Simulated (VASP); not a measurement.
Wanted: the native input for a VASP 6.6.1 run.

```
Task                   : single point
Functional             : r2SCAN
Potentials or basis    : VASP PAW PBE potentials, release 64 (Sc_sv)
Cutoff                 : 550 eV
k mesh                 : 8 × 8 × 11
Occupations            : fermi-dirac, width 0.1 eV
Spin                   : no spin polarisation
Dipole correction      : no
Further INCAR settings : ALGO = Normal; EDIFF = 1e-06; NBANDS = 24
```

Crystal: Sc.

```
Sc
1.0
     5.22795    0.00000    0.00000
    -2.61397    4.52754    0.00000
     0.00000    0.00000    3.25949
Sc
3
Direct
  0.00000 0.00000 0.00000
  0.33333 0.66667 0.50000
  0.66667 0.33333 0.50000
```

This isn't the form of Sc at room conditions, which is hcp.

The input as run:

POSCAR

```
Sc
1.0
    5.2279493920      0.0000000000      0.0000000000
   -2.6139746960      4.5275369832      0.0000000000
    0.0000000000      0.0000000000      3.2594864866
Sc
3
Direct
    1.0000000000      1.0000000000      0.0000000000
    0.3333333333      0.6666666667      0.5000000000
    0.6666666667      0.3333333333      0.5000000000
```

INCAR.step1

```
  PREC = Accurate
  ENCUT = 550
  ISMEAR = -1
  SIGMA = 0.1
  LREAL = False
  LASPH = True
  NELM = 120
  NBANDS = 24
  GGA = PE
  ALGO = Normal
  EDIFF = 1E-5
  LWAVE = True
  LCHARG = False
  GGA_COMPAT = False
```

INCAR.step2

```
  PREC = Accurate
  ENCUT = 550
  EDIFF = 1E-6
  ISMEAR = -1
  SIGMA = 0.1
  LREAL = False
  LASPH = True
  NELM = 120
  ALGO = Normal
  ISIF = 2
  LWAVE = False
  LCHARG = True
  METAGGA = R2SCAN
  LMIXTAU = True
  LELF = True
  LVHAR = True
  NBANDS = 24
  ISTART = 1
  GGA_COMPAT = False
```

KPOINTS

```
regular mesh
0
Gamma
  8 8 11
```

Potentials or basis: VASP PAW PBE potentials, release 64 (Sc_sv).

Command:

```console
$ cat potpaw_PBE.64/Sc_sv/POTCAR > POTCAR
$ cp INCAR.step1 INCAR
$ mpirun -np 1 vasp_std > vasp.out
$ cp INCAR.step2 INCAR
$ mpirun -np 1 vasp_std > vasp.out
```

It gave:

```
Pressure               : -1.8 GPa
Band gap on the k mesh : zero (an odd number of electrons rules out a gap without spin polarisation)
```

Caveat: the PAW data sets were made with another functional, which shifts forces and pressure a little.

Run time: 17 min on 1 thread of Oxide Virtual Turin-like Processor (shared host), peak memory 0.23 GiB.
